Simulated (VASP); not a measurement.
# InAs (I-4m2) in VASP: further runs, part 2 of 2

VASP 6.6.1. The steps go on from the part before.

### 3 Single point, PBEsol

This run uses another cell than the first one, of the same volume but with other edges.

File INCAR:

```
PREC = Accurate
ENCUT = 520
EDIFF = 1E-6
ISMEAR = 0
SIGMA = 0.15
LREAL = F
LASPH = T
NELM = 60
ALGO = Normal
ISIF = 2
LWAVE = F
LCHARG = F
GGA = PS
NBANDS = 16
```

File KPOINTS:

```
regular mesh
0
Gamma
  16 16 16
```

File POSCAR:

```
InAs
1.0
    0.0000000000      2.6417073254      3.9625609880
    2.6417073254      0.0000000000      3.9625609880
    2.6417073254      2.6417073254      0.0000000000
In As
1 1
Direct
    0.0000000000      0.0000000000      0.0000000000
    0.7500000000      0.7500000000      0.7500000000
```

Potentials or basis: VASP PAW PBE potentials, release 64 (In_d, As).

Launch:

```
$ cat potpaw_PBE.64/In_d/POTCAR potpaw_PBE.64/As/POTCAR > POTCAR
$ mpirun -np 1 vasp_std > vasp.out
```

OUTCAR:

```text
PREC = Accurate
   ENCUT = 520
   EDIFF = 1E-6
   ISMEAR = 0
   LREAL = F
   LASPH = T
   NELM = 60
   ISIF = 2
   GGA = PS

 ion  position               nearest neighbor table
   1  0.000  0.000  0.000-   2 2.72   2 2.72   2 2.72   2 2.72
   2  0.750  0.750  0.750-   1 2.72   1 2.72   1 2.72   1 2.72

  LATTYP: Found a body centered tetragonal cell.
 ALAT       =     3.7359383274
 C/A-ratio  =     2.1213203435

  Lattice vectors:

 A1 = (  -2.6417073254,   0.0000000000,   3.9625609880)
 A2 = (   2.6417073254,   0.0000000000,   3.9625609880)
[... 624 lines left out ...]
      3      -9.8843      2.00000
      4      -9.8839      2.00000
      5      -9.8568      2.00000
      6      -7.1409      2.00000
[... 8 lines left out ...]
     15      12.5184      0.00000
     16      13.9938      0.00000

 [... further k-points ...]
[... 5 lines left out ...]
  --------------------------------------------------------------------------------------
  -------------------------------------------------------------------------------------
  Total        1.2237483      1.2237483     -2.9938403      0.0000000     -0.0000000      0.0000000
  in kB       35.4509065     35.4509065    -86.7289039      0.0000000     -0.0000000      0.0000000
  external PRESSURE =      -5.2756970 kB  Pullay stress =       0.0000000 kB

 VOLUME and BASIS-vectors are now :
 -----------------------------------------------------------------------------
  energy-cutoff  :      520.00
  volume of cell :       55.31
      direct lattice vectors                 reciprocal lattice vectors
     0.000000000  2.641707325  3.962560988    -0.189271535  0.189271535  0.126181023
     2.641707325  0.000000000  3.962560988     0.189271535 -0.189271535  0.126181023
     2.641707325  2.641707325  0.000000000     0.189271535  0.189271535 -0.126181023

 POSITION                                       TOTAL-FORCE (eV/Angst)
 -----------------------------------------------------------------------------------
      0.00000      0.00000      0.00000         0.000000      0.000000      0.000000
      3.96256      3.96256      5.94384        -0.000000     -0.000000     -0.000000
 -----------------------------------------------------------------------------------
    total drift:                                0.000002      0.000002     -0.000001

  FREE ENERGIE OF THE ION-ELECTRON SYSTEM (eV)
  ---------------------------------------------------
  free  energy   TOTEN  =        -7.6844667926 eV

  energy  without entropy=       -7.6724781611  energy(sigma->0) =       -7.67847248
```

OSZICAR:

```text
N       E                     dE             d eps       ncg     rms          rms(c)
DAV:   1     0.111002361594E+03    0.11100E+03   -0.82950E+03 11200   0.121E+03
DAV:   2    -0.586031725566E+00   -0.11159E+03   -0.10705E+03 12592   0.294E+02
DAV:   3    -0.776636723812E+01   -0.71803E+01   -0.71083E+01 14544   0.722E+01
DAV:   4    -0.794447391334E+01   -0.17811E+00   -0.17804E+00 13872   0.127E+01
DAV:   5    -0.795255978578E+01   -0.80859E-02   -0.80857E-02 16616   0.229E+00    0.379E+00
DAV:   6    -0.770240552552E+01    0.25015E+00   -0.52213E-01 17256   0.107E+01    0.205E+00
DAV:   7    -0.768762352293E+01    0.14782E-01   -0.61587E-02 14776   0.200E+00    0.758E-01
DAV:   8    -0.768450803233E+01    0.31155E-02   -0.56659E-03 13928   0.767E-01    0.143E-01
DAV:   9    -0.768446233441E+01    0.45698E-04   -0.63082E-04 15328   0.243E-01    0.839E-02
DAV:  10    -0.768446611392E+01   -0.37795E-05   -0.60895E-05 16456   0.755E-02    0.409E-02
DAV:  11    -0.768446675454E+01   -0.64062E-06   -0.10249E-05 15032   0.450E-02    0.103E-02
DAV:  12    -0.768446679260E+01   -0.38058E-07   -0.10812E-06  9576   0.106E-02
   1 F= -.76844668E+01 E0= -.76784725E+01  d E =-.119886E-01
```

stdout:

```text
POSCAR found type information on POSCAR InAs
 POSCAR found :  2 types and       2 ions
 scaLAPACK will be used
 -----------------------------------------------------------------------------
|                                                                             |
|                                                                             |
|     You enforced a specific xc type in the INCAR file but a different       |
|     I HOPE YOU KNOW WHAT YOU ARE DOING!                                     |
|                                                                             |
 -----------------------------------------------------------------------------

 LDA part: xc-table for (Slater+PW92), standard interpolation
 POSCAR, INCAR and KPOINTS ok, starting setup
 FFT: planning ... GRIDC
 FFT: planning ... GRID_SOFT
 FFT: planning ... GRID
 WAVECAR not read
 entering main loop
```

Run time: 90 s. Hardware: 1 thread of Intel Xeon 6975P-C (Granite Rapids), shared host; peak memory 0.44 GiB.

Results:

| Quantity | Value |
| --- | --- |
| Free energy | -7.6845 eV |
| Pressure | -0.5 GPa |
| Band gap on the k mesh | zero (band 9 reaches 5.38 eV, above the bottom of band 10 at 4.72 eV) |

Stress tensor (GPa, compression positive):
```
 3.55  0.00  0.00
 0.00  3.55  0.00
 0.00  0.00 -8.67
```

Caveat: the PAW data sets were made with another functional, which shifts forces and pressure a little; spin-orbit coupling is left out, which moves the levels of the heavy elements.

### 4 Single point, PBEsol

This run uses another cell than the first one, of the same volume but with other edges.

File INCAR:

```
PREC = Accurate ; ENCUT = 520
EDIFF = 1E-6 ; ISMEAR = 0
SIGMA = 0.15 ; LREAL = F
LASPH = T ; NELM = 80
ALGO = Normal ; ISIF = 2
LWAVE = F ; LCHARG = F
GGA = PS ; NBANDS = 16
```

KPOINTS is that of step 3.

File POSCAR:

```
InAs
1.0
    0.0000000000      3.0654298058      2.9428126135
    3.0654298058      0.0000000000      2.9428126135
    3.0654298058      3.0654298058      0.0000000000
In As
1 1
Direct
    0.0000000000      0.0000000000      0.0000000000
    0.7500000000      0.7500000000      0.7500000000
```

Launch:

```
$ cat potpaw_PBE.64/In_d/POTCAR potpaw_PBE.64/As/POTCAR > POTCAR
$ mpirun -np 1 vasp_std > vasp.out
```

It took 70 s on 1 thread of Intel Xeon 6975P-C (Granite Rapids), shared host; peak memory 0.43 GiB.

It converged, with:

```
Free energy : -8.4803 eV
Pressure    : 1.2 GPa
```

Stress tensor (GPa, compression positive):
```
0.75 0.00 0.00
0.00 0.75 0.00
0.00 0.00 2.02
```

Levels at points of the mesh, in eV from the Fermi level:
```
           k point  band 7  band 8  band 9  band 10  band 11  band 12
(0.00, 0.00, 0.00)   -0.48   -0.25   -0.25    -0.06     3.63     3.71
(0.50, 0.00, 0.00)   -5.99   -1.31   -1.05     0.67     4.31     4.59
(0.50, 0.50, 0.00)   -5.91   -2.68   -2.68     1.13     1.56     9.03
(0.50, 0.00, 0.50)   -6.14   -2.46   -2.44     1.32     1.92     8.75
```

Caveat: the PAW data sets were made with another functional, which shifts forces and pressure a little; spin-orbit coupling is left out, which moves the levels of the heavy elements.

### 5 Overview

| cell | gap on the mesh (eV) | pressure (GPa) |
| --- | --- | --- |
| a = 4.164, b = 4.164, c = 4.937 Å, angles 53.6, 53.6, 72.7°, 2 atoms | none | -2.7 |
| a = 4.762, b = 4.762, c = 3.736 Å, angles 66.9, 66.9, 46.2°, 2 atoms | none | -0.5 |
| a = 4.249, b = 4.249, c = 4.335 Å, angles 59.3, 59.3, 61.3°, 2 atoms | - | 1.2 |

Alike in all rows: task single point; level PBEsol; potentials or basis VASP PAW PBE potentials, release 64 (In_d, As); no spin polarisation; k mesh 16 × 16 × 16; cutoff (eV) 520; smearing gaussian 0.15 eV.

Caveats: the PAW data sets were made with another functional, which shifts forces and pressure a little; spin-orbit coupling is left out, which moves the levels of the heavy elements.

Total energies depend on the potentials used, so only differences within one code and one set of settings carry meaning.
